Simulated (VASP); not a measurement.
Write the native input for VASP 6.6.1 that does the following.

* Task: single point
* Functional: PBE
* Potentials or basis: VASP PAW PBE potentials, release 64 (Cd, S)
* Cutoff: 520 eV
* k mesh: 8 × 8 × 8
* Occupations: gaussian, width 0.05 eV
* Spin: no spin polarisation
* Dipole correction: no
* Further INCAR settings: ALGO = Normal; EDIFF = 1e-07; NBANDS = 16

The structure of CdS lies in POSCAR:

```
CdS
1.0
    0.0000000000      2.9100000000      2.9100000000
    2.9100000000      0.0000000000      2.9100000000
    2.9100000000      2.9100000000      0.0000000000
Cd S
1 1
Direct
    0.0000000000      0.0000000000      0.0000000000
    0.7317755984      0.7500000000      0.7500000000
```

This cell differs from its parent crystal: all S atoms moved +0.075 Å, as atom 2 towards its neighbour atom 2 (S) at 4.115 Å.

The input as run:

INCAR

```
PREC     = Accurate       # precision mode
ENCUT    = 520            # plane-wave cutoff, eV
EDIFF    = 1E-7           # SCF threshold, eV
ISMEAR   = 0              # smearing method
SIGMA    = 0.05           # smearing width, eV
LREAL    = F              # projectors in reciprocal space
LASPH    = T              # aspherical terms in the spheres
NELM     = 80             # most SCF steps
ALGO     = Normal         # electronic algorithm
ISIF     = 2              # what is computed and relaxed
LWAVE    = F              # write WAVECAR
LCHARG   = F              # write CHGCAR
GGA      = PE             # functional
NBANDS   = 16             # bands
```

KPOINTS

```
regular mesh
0
Gamma
  8 8 8
```

Potentials or basis: VASP PAW PBE potentials, release 64 (Cd, S).

The run is started by

```console
$ cat potpaw_PBE.64/Cd/POTCAR potpaw_PBE.64/S/POTCAR > POTCAR
$ mpirun -np 1 vasp_std > vasp.out
```

Results of the run:

| Quantity | Value |
| --- | --- |
| Pressure | 3.8 GPa |
| Largest force | 0.411 eV/Å |
| Band gap on the k mesh | 1.16 eV, direct |

Caveat: the cell differs from its parent crystal (all S atoms moved +0.075 Å, as atom 2 towards its neighbour atom 2 (S) at 4.115 Å).

Run time: 42 s on 1 thread of Intel(R) Xeon(R) 6975P-C (Granite Rapids) (shared host), peak memory 0.25 GiB.
